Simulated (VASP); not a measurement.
A run of VASP 6.6.1 is set up as follows.

File INCAR:

```
PREC = Accurate ; ENCUT = 500
EDIFF = 1E-6 ; ISMEAR = -1
SIGMA = 0.05 ; LREAL = False
LASPH = True ; NELM = 120
ALGO = Normal ; ISIF = 2
LWAVE = False ; LCHARG = False
GGA = CA ; NBANDS = 11
GGA_COMPAT = False
```

The input KPOINTS:

```
Automatic mesh
0
Gamma
  9 9 9
```

The input POSCAR:

```
Hf
1.0
    0.0000000000      2.2200000000      2.2200000000
    2.2200000000      0.0000000000      2.2200000000
    2.2200000000      2.2200000000      0.0000000000
Hf
1
Direct
    0.0000000000      0.0000000000      0.0000000000
```

Potentials or basis: VASP PAW LDA potentials, release 64 (Hf_pv).

Run with:

```sh
$ cat potpaw_LDA.64/Hf_pv/POTCAR > POTCAR
$ mpirun -np 1 vasp_std > vasp.out
```

Q: What does it give for the band gap on the k mesh?

A: Zero (band 5 reaches 6.11 eV, above the bottom of band 6 at 4.22 eV).

Q: What does it give for the pressure?

A: -5.1 GPa.

Caveat: spin-orbit coupling is left out, which moves the levels of the heavy elements.
